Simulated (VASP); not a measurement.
Write the native input for VASP 6.6.1 that does the following.

```
Task                   : single point
Functional             : PBE
Potentials or basis    : VASP PAW PBE potentials, release 64 (Co, Al)
Cutoff                 : 520 eV
k mesh                 : 15 × 15 × 13
Occupations            : fermi-dirac, width 0.08 eV
Spin                   : no spin polarisation
Dipole correction      : no
Further INCAR settings : ALGO = Normal; EDIFF = 1e-06; NBANDS = 13
```

The structure of AlCo (WC type) lies in POSCAR:

```
AlCo
1.0
    2.6026978332      0.0000000000      0.0000000000
   -1.3013489166      2.2540024420      0.0000000000
    0.0000000000      0.0000000000      3.6855441578
Co Al
1 1
Direct
    0.0000000000      0.0000000000      0.0000000000
    0.3333333333      0.6666666667      0.5000000000
```

One way to write it, as run:

INCAR

```
PREC = Accurate ; ENCUT = 520
EDIFF = 1E-6 ; ISMEAR = -1
SIGMA = 0.08 ; LREAL = F
LASPH = T ; NELM = 60
ALGO = Normal ; ISIF = 2
LWAVE = F ; LCHARG = T
GGA = PE ; LELF = T
LVHAR = T ; NBANDS = 13
```

KPOINTS

```
regular mesh
0
Gamma
  15 15 13
```

Potentials or basis: VASP PAW PBE potentials, release 64 (Co, Al).

Launch:

```sh
$ cat potpaw_PBE.64/Co/POTCAR potpaw_PBE.64/Al/POTCAR > POTCAR
$ mpirun -np 1 vasp_std > vasp.out
```

It gave:

```
Pressure               : 25.0 GPa
Band gap on the k mesh : zero (band 6 reaches 12.35 eV, above the bottom of band 7 at 10.47 eV)
```

Run time: 35 s on 1 thread of Intel(R) Xeon(R) Platinum 8375C CPU @ 2.90GHz (Ice Lake), with other jobs on the host, peak memory 0.18 GiB.
